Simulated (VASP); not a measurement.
Runs of VASP 6.6.1 on Cd4Te. The structure is that of space group Im-3m (No. 229), or close to it. The cells are those of the table. 

```tsv
task	cell	k mesh	cutoff (eV)	gap on the mesh (eV)	pressure (GPa)	relaxed volume (Å³/atom)
single point	a = 5.494 Å, angles 109.5°, 5 atoms	4 × 4 × 4	520	none	12.4	-
relaxation of cell and atoms	relaxed from a = 5.494 Å, angles 109.5°, 5 atoms	4 × 4 × 4	600	none	0.0	34.13
relaxation of cell and atoms	relaxed from a = 6.006 Å, angles 109.5°, 5 atoms	8 × 8 × 8	600	none	0.0	(a)
single point	a = 6.024 Å, angles 109.5°, 5 atoms	8 × 8 × 8	520	none	0.1	-
single point	a = 6.006 Å, angles 109.5°, 5 atoms	4 × 4 × 4	520	none	(b)	-
```

Alike in all rows: level PBE; potentials or basis VASP PAW PBE potentials, release 64 (Cd, Te); no spin polarisation; smearing gaussian 0.1 eV.

**Question.** Estimate the missing entries.

**Answer.** (a) 33.70; (b) 0.5.

Caveats: spin-orbit coupling is left out, which moves the levels of the heavy elements; the volume moved by over 15 % at a fixed basis, so the end points are rough (some runs).

A k mesh can miss the band edges, and the runs leave out spin-orbit coupling on Cd, Te.

A gap of «none» marks levels without a gap at the run's occupations.
